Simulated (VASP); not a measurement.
A run of VASP 6.6.1 is set up as follows.

File POSCAR:

```
Hf
1.0
    5.0379015485      0.0000000000      0.0000000000
   -2.5189507742      4.3629507228      0.0000000000
    0.0000000000      0.0000000000      3.1319204476
Hf
3
Direct
    0.0000000000      0.0000000000      0.0000000000
    0.3333333333      0.6666666667      0.5000000000
    0.6666666667      0.3333333333      0.5000000000
```

File INCAR.step1:

```
SYSTEM = Hf
PREC = Accurate
ENCUT = 520
ISMEAR = -1
SIGMA = 0.1
LREAL = .FALSE.
LASPH = .TRUE.
NELM = 80
NBANDS = 22
GGA = PE
ALGO = Normal
EDIFF = 1E-4
LWAVE = .TRUE.
LCHARG = .FALSE.
```

File INCAR.step2:

```
SYSTEM = Hf
PREC = Accurate
ENCUT = 520
EDIFF = 1E-6
ISMEAR = -1
SIGMA = 0.1
LREAL = .FALSE.
LASPH = .TRUE.
NELM = 80
ALGO = Normal
ISIF = 2
LWAVE = .FALSE.
LCHARG = .FALSE.
METAGGA = R2SCAN
LMIXTAU = .TRUE.
NBANDS = 22
ISTART = 1
```

KPOINTS

```
regular mesh
0
G
  8 8 11
  0 0 0
```

Potentials or basis: VASP PAW PBE potentials, release 64 (Hf_pv).

Command:

```sh
$ cat potpaw_PBE.64/Hf_pv/POTCAR > POTCAR
$ cp INCAR.step1 INCAR
$ mpirun -np 1 vasp_std > vasp.out
$ cp INCAR.step2 INCAR
$ mpirun -np 1 vasp_std > vasp.out
```

Q: What does it give for the pressure?

A: -4.6 GPa.

Q: What does it give for the band gap on the k mesh?

A: Zero (band 15 reaches 4.74 eV, above the bottom of band 16 at 3.94 eV).

Stress tensor (GPa, compression positive):
```
-4.55  0.00  0.00
 0.00 -4.55  0.00
 0.00  0.00 -4.65
```

Caveat: the PAW data sets were made with another functional, which shifts forces and pressure a little; spin-orbit coupling is left out, which moves the levels of the heavy elements.
